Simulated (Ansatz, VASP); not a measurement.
# One calculation of KF, two programs

INCAR

```
PREC = Accurate
ENCUT = 520
EDIFF = 1E-6
ISMEAR = 0
SIGMA = 0.05
LREAL = F
LASPH = T
NELM = 100
ALGO = Normal
ISIF = 2
LWAVE = F
LCHARG = T
GGA = PE
LELF = T
LVHAR = T
NBANDS = 15
```

KPOINTS

```
regular mesh
0
Gamma
  8 8 8
```

The input POSCAR:

```
KF
1.0
    2.8469594235      0.0000000000      0.0000000000
    0.0000000000      2.8469594235      0.0000000000
    0.0000000000      0.0000000000      4.2704391352
K F
1 1
Direct
    0.0000000000      0.0000000000      0.0000000000
    0.5000000000      0.5000000000      0.5000000000
```

Input for Ansatz:

```yaml
crystal:
  lattice:
    - [2.8469594235, 0.0, 0.0]
    - [0.0, 2.8469594235, 0.0]
    - [0.0, 0.0, 4.2704391352]
  atoms:
    - { symbol: K, position: [0.0, 0.0, 0.0] }
    - { symbol: F, position: [0.5, 0.5, 0.5] }
basis:
  ecutwfc: 420
kpoints:
  mp_grid: { grid: [8, 8, 8] }
hamiltonian:
  xc: pbe
scf:
  occupations: { method: gaussian, width: 0.05 }
output:
  forces: true
  stress: true
  eigenvalues: true
```

Alike in both runs: task single point; functional PBE; k mesh 8 × 8 × 8; occupations gaussian, width 0.05 eV; no spin polarisation.

```csv
,VASP,Ansatz
version,VASP 6.6.1,Ansatz 0.2.0
potentials or method,"VASP PAW PBE potentials, release 64 (K_sv, F), cutoff 520 eV","scalar-relativistic, plane waves, PAW"
valence electrons in the cell,16,16
```

|  | VASP | Ansatz | Ansatz less VASP |
| --- | --- | --- | --- |
| gap on the k mesh at the Fermi level (eV) | 3.80 | 3.82 | +0.016 |
| least direct gap on the mesh (eV) | 3.95 | 3.96 | +0.016 |
| pressure (GPa) | 0.9 | 0.9 | -0.03 |
| traceless stress, the component that is largest in VASP (GPa) | -28.51 | -28.44 | +0.069 |
